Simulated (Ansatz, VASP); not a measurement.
**SiC in VASP and in Ansatz**

The input INCAR:

```
SYSTEM = SiC
PREC     = Accurate       ! precision mode
ENCUT    = 520            ! plane-wave cutoff, eV
EDIFF    = 1E-6           ! SCF threshold, eV
ISMEAR   = -1             ! smearing method
SIGMA    = 0.05           ! smearing width, eV
LREAL    = .False.        ! projectors in reciprocal space
LASPH    = .True.         ! aspherical terms in the spheres
NELM     = 100            ! most SCF steps
ALGO     = Normal         ! electronic algorithm
ISIF     = 2              ! what is computed and relaxed
LWAVE    = .False.        ! write WAVECAR
LCHARG   = .True.         ! write CHGCAR
GGA      = RE             ! functional
IVDW     = 13             ! dispersion correction
LELF     = .True.         ! ELF
LVHAR    = .True.       
NBANDS   = 36             ! bands
```

File KPOINTS:

```
Automatic mesh
0
Gamma
  10 10 2
  0 0 0
```

Contents of POSCAR:

```
SiC
1.0
    3.0318190065      0.0000000000      0.0000000000
   -1.5159095032      2.6256322793      0.0000000000
    0.0000000000      0.0000000000     14.8603212692
Si C
6 6
Direct
    0.6666666667      0.3333333333      0.4583000000
    0.3333333333      0.6666666667      0.9583000000
    0.6666666667      0.3333333333      0.7917000000
    0.3333333333      0.6666666667      0.2917000000
    0.0000000000      0.0000000000      0.6250000000
    0.0000000000      0.0000000000      0.1250000000
    0.6666666667      0.3333333333      0.3333000000
    0.3333333333      0.6666666667      0.8333000000
    0.6666666667      0.3333333333      0.6667000000
    0.3333333333      0.6666666667      0.1667000000
    0.0000000000      0.0000000000      0.5000000000
    0.0000000000      0.0000000000      0.0000000000
```

File input.yaml:

```yaml
crystal:
  lattice:
    - [3.0318190065, 0.0, 0.0]
    - [-1.5159095032, 2.6256322793, 0.0]
    - [0.0, 0.0, 14.8603212692]
  atoms:
    - { symbol: Si, position: [0.6666666667, 0.3333333333, 0.4583] }
    - { symbol: Si, position: [0.3333333333, 0.6666666667, 0.9583] }
    - { symbol: Si, position: [0.6666666667, 0.3333333333, 0.7917] }
    - { symbol: Si, position: [0.3333333333, 0.6666666667, 0.2917] }
    - { symbol: Si, position: [0.0, 0.0, 0.625] }
    - { symbol: Si, position: [0.0, 0.0, 0.125] }
    - { symbol: C, position: [0.6666666667, 0.3333333333, 0.3333] }
    - { symbol: C, position: [0.3333333333, 0.6666666667, 0.8333] }
    - { symbol: C, position: [0.6666666667, 0.3333333333, 0.6667] }
    - { symbol: C, position: [0.3333333333, 0.6666666667, 0.1667] }
    - { symbol: C, position: [0.0, 0.0, 0.5] }
    - { symbol: C, position: [0.0, 0.0, 0.0] }
hamiltonian:
  xc: revpbe
  pseudopotentials: { kind: paw }
  dispersion: d4
kpoints:
  mp_grid: { grid: [10, 10, 2] }
scf:
  occupations: { method: fermi_dirac, width: 0.05 }
output:
  forces: true
  stress: true
  eigenvalues: true
```

Alike in both runs: task single point; functional revPBE; dispersion D4; k mesh 10 × 10 × 2; occupations fermi-dirac, width 0.05 eV; no spin polarisation.

|  | VASP | Ansatz |
| --- | --- | --- |
| version | VASP 6.6.1 | Ansatz 0.2.0 |
| potentials or method | VASP PAW PBE potentials, release 64 (Si, C) | Ansatz PAW |
| plane-wave cutoff (eV) | 520 | 420 |
| valence electrons in the cell | 48 | 48 |

```tsv
	VASP	Ansatz	Ansatz less VASP
gap on the k mesh at the Fermi level (eV)	2.01	2.01	+0.006
least direct gap on the mesh (eV)	3.11	3.12	+0.013
pressure (GPa)	7.4	7.8	+0.49
traceless stress, the component that is largest in VASP (GPa)	0.60	0.60	-0.003
rms of the force components (eV/Å)	0.043	0.041	-0.0019
```

VASP's potentials were made for PBE, not for revPBE. Atom by atom the forces differ by 0.003 eV/Å (rms over components).
